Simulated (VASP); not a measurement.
Crystal: PbS.

```
CELL_PARAMETERS angstrom
0.00000 2.96575 2.96575
2.96575 0.00000 2.96575
2.96575 2.96575 0.00000
ATOMIC_POSITIONS crystal
Pb 0.00000 0.00000 0.00000
S 0.50000 0.50000 0.50000
```

- Program: VASP 6.6.1
- Task: relaxation of cell and atoms
- Functional: LDA
- Potentials or basis: VASP PAW LDA potentials, release 64 (Pb_d, S)
- Cutoff: 500 eV
- k mesh: 6 × 6 × 6
- Occupations: gaussian, width 0.01 eV
- Spin: no spin polarisation

At the start: pressure -2.6 GPa; volume 26.09 Å³/atom.

Task: Where does the relaxation end?

Result: Over 3 steps the energy falls by 9.1 meV/atom and the volume is 24.93 Å³/atom (-4.4 %); space group Fm-3m (No. 225, to 0.1 Å) before and after.

The path:
```tsv
step	energy change (eV)	largest force (eV/Å)	pressure (GPa)	volume (Å³)
1	0.0000	0.0000	-2.57	52.17
2	-0.0160	0.0000	0.73	49.07
3	-0.0183	0.0000	0.13	49.86
```

Final structure:
```xyz
2
Lattice="0.0000 2.9213 2.9213 2.9213 0.0000 2.9213 2.9213 2.9213 0.0000" Properties=species:S:1:pos:R:3 pbc="T T T"
Pb    0.0000    0.0000    0.0000
S     2.9213    2.9213    2.9213
```
